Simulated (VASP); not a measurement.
# Cu12SiH2 in VASP: further runs, part 2 of 2

VASP 6.6.1.

## Step 4: Single point, PBE+D3(BJ)

INCAR reads:

```
SYSTEM = Cu12SiH2
PREC = Accurate ; ENCUT = 520
EDIFF = 1E-6 ; ISMEAR = -1
SIGMA = 0.05 ; LREAL = .FALSE.
LASPH = .TRUE. ; NELM = 120
ALGO = Normal ; ISIF = 2
LWAVE = .FALSE. ; LCHARG = .TRUE.
GGA = PE ; IVDW = 12
LELF = .TRUE. ; LVHAR = .TRUE.
NBANDS = 82 ; GGA_COMPAT = .FALSE.
NELMDL = -8
```

KPOINTS reads:

```
Automatic mesh
0
G
  3 3 1
  0 0 0
```

POSCAR reads:

```
Cu12SiH2
1.0
    5.1053110000      0.0000000000      0.0000000000
    2.5526550000      4.4213290000      0.0000000000
    0.0000000000      0.0000000000     19.1684690000
Cu Si H
12 1 2
Direct
    0.1666599093      0.1666693431      0.0521690073
    0.6666686257      0.1666693431      0.0521690073
    0.1666700955      0.6666773723      0.0521690073
    0.6666592245      0.6666773723      0.0521690073
   -0.1469361407      0.3283854244      0.1557870897
    0.3316185816      0.3316875989      0.1645671337
   -0.1865144145      0.8364679489      0.1523908873
    0.3423706341      0.8061377020      0.1830610468
    0.0330657679      0.0023069986      0.2814413608
    0.4500936711      0.0066722020      0.3000030936
    0.0109683115      0.4824793631      0.2581009469
    0.5290723919      0.4673255485      0.2720092043
    0.0386773198      0.2901842410      0.3784965821
    0.3064883479      0.1084289362      0.4279736686
   -0.2416102164      0.5067254665      0.4182858840
```

Potentials or basis: VASP PAW PBE potentials, release 64 (Cu, Si, H).

Launch:

```console
cat potpaw_PBE.64/Cu/POTCAR potpaw_PBE.64/Si/POTCAR potpaw_PBE.64/H/POTCAR > POTCAR
mpirun -np 1 vasp_std > vasp.out
```

OUTCAR:

```text
SYSTEM = Cu12SiH2
   PREC = Accurate
   ENCUT = 520
   EDIFF = 1E-6
   ISMEAR = -1
   LREAL = .FALSE.
   LASPH = .TRUE.
   NELM = 120
   ISIF = 2
   GGA = PE
   IVDW = 12
   NELMDL = -8
 IVDW          = 12

 ion  position               nearest neighbor table
   1  0.167  0.167  0.052-   5 2.42   3 2.55   2 2.55   4 2.55   4 2.55   2 2.55   3 2.55   6 2.60

   2  0.667  0.167  0.052-   7 2.41   5 2.51   1 2.55   4 2.55   3 2.55   4 2.55   3 2.55   1 2.55
                             6 2.61
   3  0.167  0.667  0.052-   7 2.48   1 2.55   4 2.55   2 2.55   2 2.55   4 2.55   1 2.55   6 2.61

   4  0.667  0.667  0.052-   7 2.38   5 2.49   3 2.55   1 2.55   2 2.55   2 2.55   1 2.55   3 2.55

   5  0.853  0.328  0.156-  11 2.40   1 2.42   6 2.46   4 2.49   7 2.50   2 2.51   8 2.58   7 2.62
                             8 2.64  12 2.65   6 2.66
   6  0.332  0.332  0.165-  11 2.29   5 2.46   8 2.48   7 2.51  12 2.54   1 2.60   3 2.61   2 2.61
                             7 2.62   5 2.66   8 2.68
   7  0.813  0.836  0.152-   4 2.38   2 2.41   3 2.48   5 2.50   6 2.51   8 2.55  11 2.56   5 2.62
                             6 2.62   8 2.69
   8  0.342  0.806  0.183-  12 2.27   9 2.34   6 2.48   7 2.55   5 2.58  10 2.63   5 2.64   6 2.68
                             7 2.69
   9  0.033  0.002  0.281-  10 2.17   8 2.34  13 2.38  11 2.44  12 2.49  12 2.64  11 2.75
  10  0.450  0.007  0.300-   9 2.17  13 2.39  11 2.48  12 2.63  12 2.63   8 2.63
  11  0.011  0.482  0.258-   6 2.29   5 2.40   9 2.44  10 2.48  13 2.48  12 2.51   7 2.56  12 2.62
                             9 2.75
  12  0.529  0.467  0.272-   8 2.27   9 2.49  11 2.51   6 2.54  11 2.62  10 2.63  10 2.63   9 2.64
                             5 2.65
  13  0.039  0.290  0.378-  15 1.51  14 1.54   9 2.38  10 2.39  11 2.48
  14  0.306  0.108  0.428-  13 1.54
  15  0.758  0.507  0.418-  13 1.51

  LATTYP: Found a hexagonal cell.
 ALAT       =     5.1053107325
 C/A-ratio  =     3.7546135788

  Lattice vectors:

 A1 = (  -2.5526550000,  -4.4213290000,   0.0000000000)
 A2 = (   5.1053110000,   0.0000000000,   0.0000000000)
 A3 = (   0.0000000000,   0.0000000000,  19.1684690000)

[... 172 lines left out ...]
 Free energy of the ion-electron system (eV)
  ---------------------------------------------------
  ext. energy  EPLUGINS =         0.00000000
  ---------------------------------------------------
  free energy    TOTEN  =       -51.15003770 eV

  energy without entropy =      -51.08349533  energy(sigma->0) =      -51.11676652

 E-fermi :   0.0547     XC(G=0):  -5.8149

 val. band max:       -0.0170489710   @ k =   0.0000   0.3333   0.0000
 cond. band min:       0.1341063762   @ k =   0.0000   0.0000   0.0000
 fundamental gap:      0.1511553472
 Fermi energy:         0.0546789590

 k-point     1 :       0.0000    0.0000    0.0000
  band No.  band energies     occupation
      1      -9.3545      2.00000
      2      -8.2649      2.00000
      3      -6.5641      2.00000
      4      -5.2396      2.00000
      5      -4.8445      2.00000
      6      -4.7618      2.00000
[... 409 lines left out ...]
     80       4.5703      0.00000
     81       5.3153      0.00000
 [bands above 81 left out]

------------------------ aborting loop because EDIFF is reached ----------------------------------------

 Edisp (eV)   -5.04778

 E8    (eV) :    -2.2282

  FORCE on cell =-STRESS in cart. coord.  units (eV):
  Direction    XX          YY          ZZ          XY          YZ          ZX
  --------------------------------------------------------------------------------------
  -------------------------------------------------------------------------------------
  Total      -3.78180    -7.10177    -1.78799     0.95136     0.62106    -0.44287
  in kB     -14.00381   -26.29751    -6.62083     3.52285     2.29977    -1.63993
  external pressure =      -15.64 kB  Pullay stress =        0.00 kB

 VOLUME and BASIS-vectors are now :
 -----------------------------------------------------------------------------
  energy-cutoff  :      520.00
  volume of cell :      432.68
      direct lattice vectors                 reciprocal lattice vectors
     5.105311000  0.000000000  0.000000000     0.195874453 -0.113088147  0.000000000
     2.552655000  4.421329000  0.000000000     0.000000000  0.226176337  0.000000000
     0.000000000  0.000000000 19.168469000     0.000000000  0.000000000  0.052169007

 POSITION                                       TOTAL-FORCE (eV/Angst)
 -----------------------------------------------------------------------------------
      1.27630      0.73690      1.00000         0.136186     -0.215657      0.123473
      3.82900      0.73690      1.00000        -0.068497      0.175756     -0.109380
      2.55270      2.94760      1.00000         0.237958     -0.042961      0.157723
      5.10530      2.94760      1.00000        -0.392814      0.004581     -0.252840
      5.19341      1.45190      2.98620        -0.746213     -0.472892      0.270944
      2.53970      1.46650      3.15450         0.691053     -0.491649     -0.758854
      6.28831      3.69830      2.92110         0.458126      0.204436      1.418889
      3.80570      3.56420      3.50900         0.302742      0.666974     -1.525898
      0.17470      0.01020      5.39480        -2.946812     -0.541731      0.094853
      2.31490      0.02950      5.75060         2.647446     -0.214722     -0.477700
      1.28760      2.13320      4.94740         0.091225      1.392653      1.314882
      3.89400      2.06620      5.21400        -0.280537     -0.573523      0.594341
      0.93820      1.28300      7.25520        -0.094069     -0.071651     -0.932368
      1.84150      0.47940      8.20360        -0.282975      0.295369     -0.038227
      5.16531      2.24040      8.01790         0.247180     -0.114984      0.120162
 -----------------------------------------------------------------------------------
    total drift:                               -0.000105     -0.000356      0.000190

  FREE ENERGIE OF THE ION-ELECTRON SYSTEM (eV)
  ---------------------------------------------------
  free  energy   TOTEN  =       -56.1978194638 eV

  energy  without entropy=      -56.1312770946  energy(sigma->0) =      -56.16454828
```

It took 16 min on 1 thread of Intel Xeon 8259CL, shared host; peak memory 0.56 GiB.

Results:

| Item | Value |
| --- | --- |
| Free energy | -56.1978 eV |
| Largest force | 2.998 eV/Å |
| Band gap on the k mesh | zero (bands 69 and 70 overlap by 0.40 eV) |
| Dispersion energy per atom | -0.337 eV |

Forces on the atoms (eV/Å):
```
Cu   0.136 -0.216  0.123
Cu  -0.068  0.176 -0.109
Cu   0.238 -0.043  0.158
Cu  -0.393  0.005 -0.253
Cu  -0.746 -0.473  0.271
Cu   0.691 -0.492 -0.759
Cu   0.458  0.204  1.419
Cu   0.303  0.667 -1.526
Cu  -2.947 -0.542  0.095
Cu   2.647 -0.215 -0.478
Cu   0.091  1.393  1.315
Cu  -0.281 -0.574  0.594
Si  -0.094 -0.072 -0.932
H   -0.283  0.295 -0.038
H    0.247 -0.115  0.120
```

Caveat: the k points lie up to 0.47 Å⁻¹ apart.

## Step 5: Summary

| cell | gap on the mesh (eV) | largest force (eV/Å) |
| --- | --- | --- |
| as given, atomic positions A | none | 1.00 |
| as given, atomic positions B | - | 4.22 |
| as given, atomic positions C | none | 3.00 |

Alike in all rows: task single point; level PBE+D3(BJ); potentials or basis VASP PAW PBE potentials, release 64 (Cu, Si, H); no spin polarisation; k mesh 3 × 3 × 1; cutoff (eV) 520; smearing fermi-dirac 0.05 eV.

Caveats: all runs use coarse meshes.

Total energies depend on the potentials used, so only differences within one code and one set of settings carry meaning.
